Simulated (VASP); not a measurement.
# Sc3Al (P6_3/mmc) in VASP: further runs

The runs below take Sc3Al through single point, with PBEsol.

Everything below comes from runs of VASP 6.6.1. Logs are shortened: lines on timing, memory, paths and dates and some standing lists are left out, and cuts for length are marked.

## 1. The cell of the first run

Symmetry: P6_3/mmc, No. 194, hexagonal system. The conventional cell has a = 6.174 Å, b = 6.174 Å, c = 4.928 Å, α = 90.00°, β = 90.00°, γ = 120.00°. Sc (site symmetry mm2) has 8 Sc at 2.99 to 3.18 Å and 4 Al at 3.01 to 3.09 Å within 3.9 Å. Within 4.0 Å of Al (site symmetry -6m2) lie 12 Sc at 3.01 to 3.09 Å.

## 2. Single point, PBEsol (20.33 Å³/atom)

INCAR reads:

```
ALGO = Fast
EDIFF = 1E-6
ENCUT = 520
GGA = PS
ISIF = 2
ISMEAR = 0
LASPH = T
LCHARG = F
LREAL = F
LWAVE = F
NBANDS = 46
NELM = 60
PREC = Accurate
SIGMA = 0.1
```

KPOINTS reads:

```
k-points
0
Gamma
  6 6 8
```

POSCAR reads:

```
Sc3Al
1.0
    6.1737216787      0.0000000000      0.0000000000
   -3.0868608393      5.3465998096      0.0000000000
    0.0000000000      0.0000000000      4.9277098211
Sc Al
6 2
Direct
    0.8281198148      0.1718801852      0.7500000000
    0.3437603704      0.1718801852      0.7500000000
    0.8281198148      0.6562396296      0.7500000000
    0.1718801852      0.8281198148      0.2500000000
    0.6562396296      0.8281198148      0.2500000000
    0.1718801852      0.3437603704      0.2500000000
    0.6666666667      0.3333333333      0.2500000000
    0.3333333333      0.6666666667      0.7500000000
```

Potentials or basis: VASP PAW PBE potentials, release 64 (Sc_sv, Al).

Launch:

```sh
$ cat potpaw_PBE.64/Sc_sv/POTCAR potpaw_PBE.64/Al/POTCAR > POTCAR
$ mpirun -np 1 vasp_std > vasp.out
```

OUTCAR:

```text
EDIFF = 1E-6
   ENCUT = 520
   GGA = PS
   ISIF = 2
   ISMEAR = 0
   LASPH = T
   LREAL = F
   NELM = 60
   PREC = Accurate

 ion  position               nearest neighbor table
   1  0.828  0.172  0.750-   3 2.99   2 2.99   7 3.01   7 3.01   5 3.07   5 3.07   6 3.07   6 3.07
                             8 3.09   8 3.09   3 3.18   2 3.18
   2  0.344  0.172  0.750-   3 2.99   1 2.99   7 3.01   7 3.01   4 3.07   4 3.07   6 3.07   6 3.07
                             8 3.09   8 3.09   3 3.18   1 3.18
   3  0.828  0.656  0.750-   1 2.99   2 2.99   7 3.01   7 3.01   5 3.07   5 3.07   4 3.07   4 3.07
                             8 3.09   8 3.09   1 3.18   2 3.18
   4  0.172  0.828  0.250-   6 2.99   5 2.99   8 3.01   8 3.01   2 3.07   2 3.07   3 3.07   3 3.07
                             7 3.09   7 3.09   6 3.18   5 3.18
   5  0.656  0.828  0.250-   6 2.99   4 2.99   8 3.01   8 3.01   1 3.07   1 3.07   3 3.07   3 3.07
                             7 3.09   7 3.09   6 3.18   4 3.18
   6  0.172  0.344  0.250-   4 2.99   5 2.99   8 3.01   8 3.01   2 3.07   2 3.07   1 3.07   1 3.07
                             7 3.09   7 3.09   4 3.18   5 3.18
   7  0.667  0.333  0.250-   1 3.01   1 3.01   3 3.01   3 3.01   2 3.01   2 3.01   5 3.09   6 3.09
                             4 3.09   4 3.09   5 3.09   6 3.09
   8  0.333  0.667  0.750-   4 3.01   4 3.01   6 3.01   6 3.01   5 3.01   5 3.01   2 3.09   3 3.09
                             1 3.09   1 3.09   2 3.09   3 3.09

  LATTYP: Found a hexagonal cell.
 ALAT       =     6.1737216787
 C/A-ratio  =     0.7981749223

  Lattice vectors:

 A1 = (   6.1737216787,   0.0000000000,   0.0000000000)
 A2 = (  -3.0868608393,   5.3465998096,   0.0000000000)
 A3 = (   0.0000000000,   0.0000000000,   4.9277098211)

Analysis of symmetry for initial positions (statically):
=====================================================================
 Subroutine PRICEL returns:
 Original cell was already a primitive cell.

 Routine SETGRP: Setting up the symmetry group for a
 hexagonal supercell.

 Subroutine GETGRP returns: Found 24 space group operations
 (whereof 12 operations were pure point group operations)
 out of a pool of 24 trial point group operations.

The static configuration has the point symmetry D_3d.
 The point group associated with its full space group is D_6h.

Analysis of symmetry for dynamics (positions and initial velocities):
=====================================================================
 Subroutine PRICEL returns:
 Original cell was already a primitive cell.

 Routine SETGRP: Setting up the symmetry group for a
 hexagonal supercell.

 Subroutine GETGRP returns: Found 24 space group operations
 (whereof 12 operations were pure point group operations)
 out of a pool of 24 trial point group operations.

[... 126 lines left out ...]
   EMIN   =  10.00;   EMAX   =-10.00  energy-range for DOS
   EFERMI =   0.00;   METHOD = LEGACY
   ISMEAR =     0;   SIGMA  =   0.10  broadening in eV -4-tet -1-fermi 0-gaus
   EFERMI_NEDOS =   21; number of points for ismear=-14 and -15
   IALGO  =     68    algorithm
   IMIX   =      4    mixing-type and parameters
     AMIX     =   0.40;   BMIX     =  1.00
     AMIX_MAG =   1.60;   BMIX_MAG =  1.00
  volume/ion in A,a.u.               =      20.33       137.21
  Fermi-wavevector in a.u.,A,eV,Ry     =   1.247658  2.357733 21.179531  1.556652
  Thomas-Fermi vector in A             =   2.381781
   LORBIT       =      0    0 simple, 1 ext, 2 COOP (PROOUT), +10 PAW based schemes
   GGA     = PS    functional components
   LHFCALC =     F    Hartree Fock is set to
   AEXX    =    0.0000 exact exchange contribution
   IVDW    =     0    specifies the selected vdW correction
   LEPSILON=     F    determine dielectric tensor
   LRPA    =     F    only Hartree local field effects (RPA)
 non-spin polarized calculation
 RMM-DIIS sequential band-by-band and
 Gauss-broadening in eV      SIGMA  =   0.10
  energy-cutoff  :      520.00
  volume of cell :      162.66
 maximum number of plane-waves:      4446
 NGX is ok and might be reduce to    48
   NGX = 23   NGY = 23   NGZ = 19

 number of electron      71.9999992 magnetization

 Free energy of the ion-electron system (eV)
  ---------------------------------------------------
  ext. energy  EPLUGINS =         0.00000000
  ---------------------------------------------------
  free energy    TOTEN  =       -50.00518505 eV

  energy without entropy =      -49.94599290  energy(sigma->0) =      -49.97558897

 E-fermi :   5.0096     XC(G=0): -10.4834

 val. band max:        5.0068498435   @ k =   0.1667   0.0000   0.1250
 cond. band min:       5.0110520243   @ k =   0.3333   0.1667   0.1250
 fundamental gap:      0.0042021808
 Fermi energy:         5.0095620358

 k-point     1 :       0.0000    0.0000    0.0000
  band No.  band energies     occupation
      1     -44.0439      2.00000
      2     -43.9582      2.00000
      3     -43.9568      2.00000
      4     -43.9568      2.00000
      5     -43.9157      2.00000
      6     -43.9157      2.00000
[... 1165 lines left out ...]
     45       7.0317      0.00000
     46       7.0777      0.00000

 [... further k-points ...]

------------------------ aborting loop because EDIFF is reached ----------------------------------------

  FORCE on cell =-STRESS in cart. coord.  units (eV):
  Direction    XX          YY          ZZ          XY          YZ          ZX
  --------------------------------------------------------------------------------------
  -------------------------------------------------------------------------------------
  Total        2.3645188      2.3645188      2.2144356      0.0000000      0.0000000      0.0000000
  in kB       23.2907511     23.2907511     21.8124169      0.0000000      0.0000000      0.0000000
  external PRESSURE =      22.7979730 kB  Pullay stress =       0.0000000 kB

 VOLUME and BASIS-vectors are now :
 -----------------------------------------------------------------------------
  energy-cutoff  :      520.00
  volume of cell :      162.66
      direct lattice vectors                 reciprocal lattice vectors
     6.173721679  0.000000000  0.000000000     0.161976852  0.093517379  0.000000000
    -3.086860839  5.346599810  0.000000000     0.000000000  0.187034758  0.000000000
     0.000000000  0.000000000  4.927709821     0.000000000  0.000000000  0.202934027

 POSITION                                       TOTAL-FORCE (eV/Angst)
 -----------------------------------------------------------------------------------
      4.58201      0.91897      3.69578        -0.005353      0.003090      0.000000
      1.59171      0.91897      3.69578         0.005353      0.003090      0.000000
      3.08686      3.50865      3.69578        -0.000000     -0.006181      0.000000
     -1.49515      4.42763      1.23193         0.005353     -0.003090      0.000000
      1.49515      4.42763      1.23193        -0.005353     -0.003090      0.000000
      0.00000      1.83795      1.23193         0.000000      0.006181     -0.000000
      3.08686      1.78220      1.23193        -0.000000      0.000000      0.000000
     -0.00000      3.56440      3.69578        -0.000000      0.000000      0.000000
 -----------------------------------------------------------------------------------
    total drift:                               -0.000000      0.000000     -0.000000

  FREE ENERGIE OF THE ION-ELECTRON SYSTEM (eV)
  ---------------------------------------------------
  free  energy   TOTEN  =       -50.0051850487 eV

  energy  without entropy=      -49.9459928983  energy(sigma->0) =      -49.97558897
```

stdout:

```text
POSCAR found type information on POSCAR ScAl
 POSCAR found :  2 types and       8 ions
 scaLAPACK will be used
 -----------------------------------------------------------------------------
|                                                                             |
|                                                                             |
|     You enforced a specific xc type in the INCAR file but a different       |
|     I HOPE YOU KNOW WHAT YOU ARE DOING!                                     |
|                                                                             |
 -----------------------------------------------------------------------------

 LDA part: xc-table for (Slater+PW92), standard interpolation
 POSCAR, INCAR and KPOINTS ok, starting setup
 FFT: planning ... GRIDC
 FFT: planning ... GRID_SOFT
 FFT: planning ... GRID
 WAVECAR not read
 entering main loop
```

It took 21 min on 1 thread of AMD EPYC, shared host; peak memory 0.37 GiB.

What came out:

```yaml
Free_energy: -50.0052 eV
Pressure: 2.3 GPa
Largest_force: 0.006 eV/Å
Band_gap_on_the_k_mesh: zero (bands 36 and 37 overlap by 0.68 eV)
```

Forces in eV/Å, atoms in the order of the input:
```
Sc  -0.005  0.003  0.000
Sc   0.005  0.003  0.000
Sc   0.000 -0.006  0.000
Sc   0.005 -0.003  0.000
Sc  -0.005 -0.003  0.000
Sc   0.000  0.006  0.000
Al   0.000  0.000  0.000
Al   0.000  0.000  0.000
```

Levels at points of the mesh, in eV from the Fermi level:
| k point | band 33 | band 34 | band 35 | band 36 | band 37 | band 38 | band 39 | band 40 | band 41 | band 42 |
| --- | --- | --- | --- | --- | --- | --- | --- | --- | --- | --- |
| (0.00, 0.00, 0.00) | -1.41 | -0.58 | -0.58 | -0.27 | -0.27 | -0.26 | -0.09 | 0.24 | 1.31 | 1.31 |
| (0.50, 0.00, 0.00) | -1.00 | -0.39 | -0.39 | -0.13 | -0.12 | 0.17 | 0.21 | 1.06 | 1.10 | 1.21 |
| (0.00, 0.00, 0.50) | -0.38 | -0.38 | -0.38 | -0.38 | -0.26 | -0.26 | 0.44 | 0.44 | 0.97 | 0.97 |
| (0.50, 0.00, 0.50) | -0.94 | -0.94 | 0.29 | 0.29 | 0.50 | 0.50 | 0.59 | 0.59 | 0.75 | 0.75 |

Caveat: the PAW data sets were made with another functional, which shifts forces and pressure a little.

## 3. Single point, PBEsol

This run uses another cell than the first one, of 20.96 Å³/atom.

INCAR reads:

```
SYSTEM = Sc3Al
  PREC = Accurate
  ENCUT = 520
  EDIFF = 1E-6
  ISMEAR = 0
  SIGMA = 0.1
  LREAL = .FALSE.
  LASPH = .TRUE.
  NELM = 100
  ALGO = Fast
  ISIF = 2
  LWAVE = .FALSE.
  LCHARG = .TRUE.
  GGA = PS
  LELF = .TRUE.
  LVHAR = .TRUE.
  NBANDS = 46
```

KPOINTS reads:

```
Automatic mesh
0
G
  6 6 8
  0 0 0
```

Changes to POSCAR since step 2:

```diff
@@ -2,5 +2,5 @@
 1.0
-    6.1737216787      0.0000000000      0.0000000000
-   -3.0868608393      5.3465998096      0.0000000000
-    0.0000000000      0.0000000000      4.9277098211
+    6.2367231900      0.0000000000      0.0000000000
+   -3.1183615950      5.4011607189      0.0000000000
+    0.0000000000      0.0000000000      4.9779960475
 Sc Al
```

Potentials or basis: VASP PAW PBE potentials, release 64 (Sc_sv, Al).

Launch:

```sh
$ cat potpaw_PBE.64/Sc_sv/POTCAR potpaw_PBE.64/Al/POTCAR > POTCAR
$ mpirun -np 1 vasp_std > vasp.out
```

Run time: 21 min. Hardware: 1 thread of AMD EPYC, shared host; peak memory 0.38 GiB.

Results (log left out):

```yaml
Free_energy: -50.0434 eV
Pressure: 0.1 GPa
Band_gap_on_the_k_mesh: zero (bands 36 and 37 overlap by 0.66 eV)
```

Levels at points of the mesh, in eV from the Fermi level:
| k point | band 35 | band 36 | band 37 | band 38 | band 39 | band 40 |
| --- | --- | --- | --- | --- | --- | --- |
| (0.00, 0.00, 0.00) | -0.54 | -0.25 | -0.25 | -0.25 | -0.13 | 0.19 |
| (0.50, 0.00, 0.00) | -0.39 | -0.12 | -0.10 | 0.16 | 0.20 | 1.04 |
| (0.00, 0.00, 0.50) | -0.40 | -0.40 | -0.28 | -0.28 | 0.44 | 0.44 |
| (0.50, 0.00, 0.50) | 0.29 | 0.29 | 0.49 | 0.49 | 0.58 | 0.58 |

Caveat: the PAW data sets were made with another functional, which shifts forces and pressure a little.

(Part 1 of 2 ends here.)
